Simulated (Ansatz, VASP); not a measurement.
**La in VASP and in Ansatz**

INCAR

```
SYSTEM = La
ALGO = Normal
EDIFF = 1E-6
ENCUT = 520
GGA = PE
ISIF = 2
ISMEAR = -1
LASPH = .True.
LCHARG = .False.
LREAL = .False.
LWAVE = .False.
NBANDS = 18
NELM = 100
PREC = Accurate
SIGMA = 0.08
```

File KPOINTS:

```
k-points
0
Gamma
  13 13 7
  0 0 0
```

File POSCAR:

```
La
1.0
    3.2849971580      0.0000000000      0.0000000000
   -1.6424985790      2.8448909902      0.0000000000
    0.0000000000      0.0000000000      5.4837604196
La
2
Direct
    0.3333333333      0.6666666667      0.2500000000
    0.6666666667      0.3333333333      0.7500000000
```

Input for Ansatz:

```yaml
crystal:
  lattice:
    - [3.284997158, 0.0, 0.0]
    - [-1.642498579, 2.8448909902, 0.0]
    - [0.0, 0.0, 5.4837604196]
  atoms:
    - { symbol: La, position: [0.3333333333, 0.6666666667, 0.25] }
    - { symbol: La, position: [0.6666666667, 0.3333333333, 0.75] }
kpoints:
  mp_grid: { grid: [13, 13, 7] }
scf:
  occupations: { method: fermi_dirac, width: 0.08 }
hamiltonian:
  xc: pbe
  pseudopotentials: { kind: all_electron, lapw: { basis_error: 0.001 } }
output:
  forces: true
  stress: true
  eigenvalues: true
  populations: true
```

Change from the starting cell: volume scaled by 0.68, LAPW.

Alike in both runs: task single point; functional PBE; k mesh 13 × 13 × 7; occupations fermi-dirac, width 0.08 eV; no spin polarisation.

|  | VASP | Ansatz |
| --- | --- | --- |
| version | VASP 6.6.1 | Ansatz 0.2.0 |
| potentials or method | VASP PAW PBE potentials, release 64 (La), cutoff 520 eV | all-electron LAPW, scalar-relativistic |

```tsv
	VASP	Ansatz	Ansatz less VASP
pressure (GPa)	15.5	15.5	-0.02
traceless stress, the component that is largest in VASP (GPa)	-0.08	-0.14	-0.059
```

Ansatz ran all-electron here, and VASP with PAW potentials.

Neither program's run includes spin-orbit coupling.
